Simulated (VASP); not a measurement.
Runs of VASP 6.6.1 on Zn3Cl. The structure is that of space group Pm-3m (No. 221), or close to it. The cells are those of the table. 

```tsv
task	cell	k mesh	cutoff (eV)	gap on the mesh (eV)	pressure (GPa)	relaxed volume (Å³/atom)
single point	a = 4.100 Å, 4 atoms	4 × 4 × 4	520	none	6.5	-
single point	a = 4.305 Å, 4 atoms	12 × 12 × 12	520	none	0.1	-
relaxation of cell and atoms	relaxed from a = 4.300 Å, 4 atoms	12 × 12 × 12	600	none	0.0	19.99
single point	a = 4.300 Å, 4 atoms	4 × 4 × 4	520	none	(a)	-
relaxation of cell and atoms	relaxed from a = 4.100 Å, 4 atoms	4 × 4 × 4	600	none	0.0	19.99
```

Alike in all rows: level PBE; potentials or basis VASP PAW PBE potentials, release 64 (Zn, Cl); no spin polarisation; smearing gaussian 0.1 eV.

Task: Estimate the missing entries.

Result: (a) 0.2.

Caveats: some runs use coarse meshes; an odd number of electrons without spin polarisation forces a metal; a magnetic or distorted state may lie lower; the volume moved by over 15 % at a fixed basis, so the end points are rough (some runs).

A gap of «none» marks levels without a gap at the run's occupations.
